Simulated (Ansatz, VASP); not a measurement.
# One calculation of GaN, two programs

```
Ga N
1.0
     0.00000    2.36618    2.19716
     2.36618    0.00000    2.19716
     2.36618    2.36618    0.00000
Ga N
1 1
Direct
  0.00000 0.00000 0.00000
  0.75000 0.75000 0.75000
```

Change from the starting cell: strain +0.050 along x and y, -0.025 along z, atoms carried along.

Alike in both runs: task single point; functional r2SCAN; k mesh 10 × 10 × 10; occupations gaussian, width 0.05 eV; no spin polarisation.

|  | VASP | Ansatz |
| --- | --- | --- |
| version | VASP 6.6.1 | Ansatz 0.2.0 |
| potentials or method | VASP PAW PBE potentials, release 64 (Ga_d, N), cutoff 520 eV | scalar-relativistic, plane waves, PAW |
| valence electrons in the cell | 18 | 18 |

|  | VASP | Ansatz | Ansatz less VASP |
| --- | --- | --- | --- |
| gap on the k mesh at the Fermi level (eV) | 1.43 | 1.43 | +0.004 |
| least direct gap on the mesh (eV) | 1.43 | 1.43 | +0.004 |
| pressure (GPa) | -12.4 | -13.3 | -0.85 |
| traceless stress, the component that is largest in VASP (GPa) | 5.72 | 5.78 | +0.055 |

VASP's potentials were made for PBE, not for r2SCAN.
